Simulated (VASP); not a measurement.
# MoS2 in VASP: further runs, part 2 of 2

VASP 6.6.1.

**3. Single point, PBEsol, non-collinear spin, zero start, spin-orbit coupling**

Input file INCAR:

```
PREC     = Accurate       # precision mode
ENCUT    = 520            # plane-wave cutoff, eV
EDIFF    = 1E-6           # SCF threshold, eV
ISMEAR   = -1             # smearing method
SIGMA    = 0.05           # smearing width, eV
LREAL    = F              # projectors in reciprocal space
LASPH    = T              # aspherical terms in the spheres
NELM     = 150            # most SCF steps
ALGO     = Normal         # electronic algorithm
ISIF     = 2              # what is computed and relaxed
LWAVE    = F              # write WAVECAR
LCHARG   = F              # write CHGCAR
MAGMOM   = 0 0 0 0 0 0 0 0 0 0 0 0 0 0 0 0 0 0 # initial moments
LORBIT   = 11             # projections on sites
LSORBIT  = T              # spin-orbit coupling
GGA_COMPAT= F            
LORBMOM  = T            
LMAXMIX  = 4              # l up to which the mixer works
GGA      = PS             # functional
NBANDS   = 68             # bands
```

Input file KPOINTS:

```
regular mesh
0
Gamma
  7 7 2
```

Input file POSCAR:

```
MoS2
1.0
    3.1845414560      0.0000000000      0.0000000000
   -1.5922707280      2.7578938003      0.0000000000
    0.0000000000      0.0000000000     21.6705347200
Mo S
2 4
Direct
    0.3333333333      0.6666666667      0.8511602300
    0.6666666667      0.3333333333      0.1488397700
    0.6666666667      0.3333333333      0.7796253900
    0.3333333333      0.6666666667      0.0772510000
    0.6666666667      0.3333333333      0.9227490000
    0.3333333333      0.6666666667      0.2203746100
```

Potentials or basis: VASP PAW PBE potentials, release 64 (Mo_sv, S).

Command:

```bash
$ cat potpaw_PBE.64/Mo_sv/POTCAR potpaw_PBE.64/S/POTCAR > POTCAR
$ mpirun -np 1 vasp_ncl > vasp.out
```

OUTCAR:

```text
PREC = Accurate
   ENCUT = 520
   EDIFF = 1E-6
   ISMEAR = -1
   LREAL = F
   LASPH = T
   NELM = 150
   ISIF = 2
   LORBIT = 11
   LSORBIT = T
   GGA = PS

 ion  position               nearest neighbor table
   1  0.333  0.667  0.851-   3 2.40   3 2.40   3 2.40   5 2.41   5 2.41   5 2.41
   2  0.667  0.333  0.149-   6 2.40   6 2.40   6 2.40   4 2.41   4 2.41   4 2.41
   3  0.667  0.333  0.780-   1 2.40   1 2.40   1 2.40
   4  0.333  0.667  0.077-   2 2.41   2 2.41   2 2.41
   5  0.667  0.333  0.923-   1 2.41   1 2.41   1 2.41
   6  0.333  0.667  0.220-   2 2.40   2 2.40   2 2.40

  LATTYP: Found a hexagonal cell.
 ALAT       =     3.1845414560
 C/A-ratio  =     6.8049152506

  Lattice vectors:

 A1 = (   3.1845414560,   0.0000000000,   0.0000000000)
 A2 = (  -1.5922707280,   2.7578938003,   0.0000000000)
 A3 = (   0.0000000000,   0.0000000000,  21.6705347200)

Analysis of symmetry for initial positions (statically):
=====================================================================
 Subroutine PRICEL returns:
 Original cell was already a primitive cell.

 Routine SETGRP: Setting up the symmetry group for a
 hexagonal supercell.

 Subroutine GETGRP returns: Found 12 space group operations
 (whereof 12 operations were pure point group operations)
 out of a pool of 24 trial point group operations.

The static configuration has the point symmetry D_3d.

Analysis of symmetry for dynamics (positions and initial velocities):
=====================================================================
 Subroutine PRICEL returns:
 Original cell was already a primitive cell.

 Routine SETGRP: Setting up the symmetry group for a
 hexagonal supercell.

 Subroutine GETGRP returns: Found 12 space group operations
 (whereof 12 operations were pure point group operations)
 out of a pool of 24 trial point group operations.

The dynamic configuration has the point symmetry D_3d.

Analysis of structural, dynamic, and magnetic symmetry:
=====================================================================
 Subroutine PRICEL returns:
 Original cell was already a primitive cell.

 Routine SETGRP: Setting up the symmetry group for a
 hexagonal supercell.

 Subroutine GETGRP returns: Found 12 space group operations
 (whereof 12 operations were pure point group operations)
 out of a pool of 24 trial point group operations.

The overall configuration has the point symmetry D_3d.

 Subroutine INISYM returns: Found 12 space group operations
 (whereof 12 operations are pure point group operations),
 and found     1 'primitive' translations

----------------------------------------------------------------------------------------

                                     Primitive cell

  volume of cell :     190.3242

  direct lattice vectors                    reciprocal lattice vectors
     3.184541456  0.000000000  0.000000000     0.314016952  0.181297771  0.000000000
    -1.592270728  2.757893800  0.000000000     0.000000000  0.362595543  0.000000000
     0.000000000  0.000000000 21.670534720     0.000000000  0.000000000  0.046145608

  length of vectors
[... 1227 lines left out ...]
  volume of cell :      190.32
      direct lattice vectors                 reciprocal lattice vectors
     3.184541456  0.000000000  0.000000000     0.314016952  0.181297771  0.000000000
    -1.592270728  2.757893800  0.000000000     0.000000000  0.362595543  0.000000000
     0.000000000  0.000000000 21.670534720     0.000000000  0.000000000  0.046145608

 POSITION                                       TOTAL-FORCE (eV/Angst)
 -----------------------------------------------------------------------------------
     -0.00000      1.83860     18.44510         0.000000      0.000000      0.005858
      1.59227      0.91930      3.22544        -0.000000     -0.000000     -0.005858
      1.59227      0.91930     16.89490        -0.000000      0.000000      0.129102
     -0.00000      1.83860      1.67407        -0.000000     -0.000000      0.113359
      1.59227      0.91930     19.99646         0.000000      0.000000     -0.113359
     -0.00000      1.83860      4.77564        -0.000000      0.000000     -0.129102
 -----------------------------------------------------------------------------------
    total drift:                                0.000000     -0.000000      0.000000

  FREE ENERGIE OF THE ION-ELECTRON SYSTEM (eV)
  ---------------------------------------------------
  free  energy   TOTEN  =       -47.0382085198 eV

  energy  without entropy=      -47.0382084380  energy(sigma->0) =      -47.03820848

 orbital moment (x)

 # of ion     p       d       tot
 ----------------------------------------
  1        -0.000   0.000   0.000
  2        -0.000   0.000   0.000
  3         0.000   0.000   0.000
  4         0.000   0.000   0.000
  5         0.000   0.000   0.000
  6         0.000   0.000   0.000
 ----------------------------------------
            0.000   0.000   0.000

 orbital moment (y)

 # of ion     p       d       tot
 ----------------------------------------
  1        -0.000   0.000   0.000
  2        -0.000  -0.000  -0.000
  3        -0.000   0.000  -0.000
  4        -0.000   0.000  -0.000
  5        -0.000   0.000  -0.000
  6        -0.000   0.000  -0.000
 ----------------------------------------
           -0.000  -0.000  -0.000

 orbital moment (z)

 # of ion     p       d       tot
 ----------------------------------------
  1         0.000   0.000   0.000
  2         0.000   0.000   0.000
  3         0.000   0.000   0.000
  4         0.000   0.000   0.000
  5         0.000   0.000   0.000
  6         0.000   0.000   0.000
 ----------------------------------------
            0.000   0.000   0.000

 Spin-Orbit-Coupling matrix elements

 Ion:    1  E_soc:     -0.1924299
 l=   1
     0.0000000    -0.0295316    -0.0295580
    -0.0295316     0.0000000    -0.0295316
    -0.0295580    -0.0295316     0.0000000
 l=   2
     0.0000000    -0.0004778     0.0000000    -0.0004778    -0.0021339
    -0.0004778     0.0000000    -0.0015720    -0.0004047    -0.0004778
     0.0000000    -0.0015720     0.0000000    -0.0015720     0.0000000
    -0.0004778    -0.0004047    -0.0015720     0.0000000    -0.0004778
    -0.0021339    -0.0004778     0.0000000    -0.0004778     0.0000000
 l=   3
     0.0000000     0.0000000     0.0000000     0.0000000     0.0000000     0.0000000     0.0000000
     0.0000000     0.0000000     0.0000000     0.0000000     0.0000000     0.0000000     0.0000000
     0.0000000     0.0000000     0.0000000     0.0000000     0.0000000     0.0000000     0.0000000
     0.0000000     0.0000000     0.0000000     0.0000000     0.0000000     0.0000000     0.0000000
[... 89 lines left out ...]
 l=   2
     0.0000000     0.0000000     0.0000000     0.0000000     0.0000000
     0.0000000     0.0000000     0.0000000     0.0000000     0.0000000
     0.0000000     0.0000000     0.0000000     0.0000000     0.0000000
     0.0000000     0.0000000     0.0000000     0.0000000     0.0000000
     0.0000000     0.0000000     0.0000000     0.0000000     0.0000000
 l=   3
     0.0000000     0.0000000     0.0000000     0.0000000     0.0000000     0.0000000     0.0000000
     0.0000000     0.0000000     0.0000000     0.0000000     0.0000000     0.0000000     0.0000000
     0.0000000     0.0000000     0.0000000     0.0000000     0.0000000     0.0000000     0.0000000
     0.0000000     0.0000000     0.0000000     0.0000000     0.0000000     0.0000000     0.0000000
     0.0000000     0.0000000     0.0000000     0.0000000     0.0000000     0.0000000     0.0000000
     0.0000000     0.0000000     0.0000000     0.0000000     0.0000000     0.0000000     0.0000000
     0.0000000     0.0000000     0.0000000     0.0000000     0.0000000     0.0000000     0.0000000

 total charge

# of ion       s       p       d       tot
------------------------------------------
    1        2.294   6.222   3.955  12.471
    2        2.294   6.222   3.955  12.471
    3        1.356   2.322   0.000   3.678
    4        1.357   2.319   0.000   3.675
    5        1.357   2.319   0.000   3.675
    6        1.356   2.322   0.000   3.678
--------------------------------------------------
tot         10.014  21.724   7.911  39.649

 magnetization (x)

# of ion       s       p       d       tot
------------------------------------------
    1        0.000  -0.000   0.000  -0.000
    2        0.000   0.000   0.000   0.000
    3       -0.000  -0.000   0.000  -0.000
    4       -0.000  -0.000   0.000  -0.000
    5       -0.000   0.000   0.000  -0.000
    6       -0.000  -0.000   0.000  -0.000
--------------------------------------------------
tot         -0.000  -0.000   0.000  -0.000

 magnetization (y)

# of ion       s       p       d       tot
------------------------------------------
    1       -0.000   0.000   0.000   0.000
    2       -0.000   0.000   0.000   0.000
    3       -0.000   0.000   0.000   0.000
    4       -0.000   0.000   0.000   0.000
    5       -0.000   0.000   0.000   0.000
    6       -0.000  -0.000   0.000  -0.000
--------------------------------------------------
tot         -0.000   0.000   0.000   0.000

 magnetization (z)

# of ion       s       p       d       tot
------------------------------------------
    1        0.000   0.000   0.000   0.000
    2        0.000   0.000   0.000   0.000
    3        0.000   0.000   0.000   0.000
    4        0.000   0.000   0.000   0.000
    5        0.000   0.000   0.000   0.000
    6        0.000   0.000   0.000   0.000
--------------------------------------------------
tot          0.000   0.000   0.000   0.000
```

Run time: 18 min. Hardware: 1 thread of Oxide Virtual Turin-like, shared host; peak memory 0.79 GiB.

Results:

```
Free energy                                           : -47.0382 eV
Largest force                                         : 0.129 eV/Å
Net moment                                            : 0.00 μB per cell
Valence electrons inside the program's atomic spheres : Mo 12.47; S 3.68, 3.67 (each value once)
```

Forces on the atoms (eV/Å):
```
Mo   0.000  0.000  0.006
Mo   0.000  0.000 -0.006
S    0.000  0.000  0.129
S    0.000  0.000  0.113
S    0.000  0.000 -0.113
S    0.000  0.000 -0.129
```

Moments on the atoms (μB; x, y, z):
```
Mo  0.00 0.00 0.00
Mo  0.00 0.00 0.00
S   0.00 0.00 0.00
S   0.00 0.00 0.00
S   0.00 0.00 0.00
S   0.00 0.00 0.00
```

Caveat: the PAW data sets were made with another functional, which shifts forces and pressure a little.
